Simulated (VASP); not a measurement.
HfB: relaxation of cell and atoms with PBE

The system is HfB.

```
Hf B
1.0
     2.97265    0.00000    0.00000
    -1.48632    2.57439    0.00000
     0.00000    0.00000    2.89400
Hf B
1 1
Direct
  0.00000 0.00000 0.00000
  0.66667 0.33333 0.50000
```

- Program: VASP 6.6.1
- Task: relaxation of cell and atoms
- Functional: PBE
- Potentials or basis: VASP PAW PBE potentials, release 64 (Hf_pv, B)
- Cutoff: 600 eV
- k mesh: 6 × 6 × 6
- Occupations: gaussian, width 0.1 eV
- Spin: no spin polarisation
- Dipole correction: no
- Further INCAR settings: ALGO = Normal; EDIFF = 1e-06; IBRION = 2; EDIFFG = -0.04; NSW = 90; ISIF = 3

The relaxed volume is 15.09 Å³/atom and the relaxed cell is a = 3.478 Å, b = 3.478 Å, c = 2.880 Å, α = 90.00°, β = 90.00°, γ = 120.00°. The space group after relaxing (to 0.05 Å) is P-6m2 (No. 187). The energy gained by relaxing is 717.3 meV/atom and the ionic steps are 12. The pressure after relaxing is 0.2 GPa.

Step by step:
```
step  energy change (eV)  largest force (eV/Å)  pressure (GPa)  volume (Å³)
   1              0.0000                0.0000           73.98        22.15
   2              0.1864                0.0000          -27.23        42.87
   3             -1.3641                0.0000           -3.06        30.14
   4             -1.3703                0.0000           -0.81        29.66
   5             -1.3708                0.0000            0.10        29.48
   6             -1.3717                0.0000            0.06        29.51
   7             -1.3749                0.0000           -0.01        29.60
   8             -1.3909                0.0000            0.16        29.76
   9             -1.4118                0.0000           -0.13        30.02
  10             -1.4232                0.0000           -0.17        30.09
  11             -1.4324                0.0000            0.40        30.20
  12             -1.4346                0.0000            0.18        30.17
```

Final structure:
```cif
data_structure
_symmetry_space_group_name_H-M 'P 1'
_symmetry_Int_Tables_number 1
_cell_length_a 3.4779
_cell_length_b 3.4779
_cell_length_c 2.8802
_cell_angle_alpha 90.000
_cell_angle_beta 90.000
_cell_angle_gamma 120.000
_cell_volume 30.17
loop_
_atom_site_label
_atom_site_type_symbol
_atom_site_fract_x
_atom_site_fract_y
_atom_site_fract_z
_atom_site_occupancy
Hf1 Hf 0.00000 0.00000 0.00000 1
B1 B 0.66667 0.33333 0.50000 1
```

Levels at points of the mesh, in eV from the Fermi level:
```
           k point  band 4  band 5  band 6  band 7  band 8  band 9
(0.00, 0.00, 0.00)   -9.36   -0.98   -0.98   -0.78    4.27    5.99
(0.50, 0.00, 0.00)   -6.65   -3.98   -0.65    1.14    1.72    5.30
(0.00, 0.00, 0.50)   -4.98   -4.83    0.10    0.10    2.21    2.21
(0.50, 0.00, 0.50)   -5.69   -2.97   -1.50   -0.74    1.97    5.54
```

Run time: 25 s on 1 thread of Intel(R) Xeon(R) 6975P-C (Granite Rapids), on a shared host, peak memory 0.14 GiB.

Caveat: the k points lie up to 0.36 Å⁻¹ apart in the final cell; the volume moved by over 15 % at a fixed basis, so the end points are rough; spin-orbit coupling is left out, which moves the levels of the heavy elements.
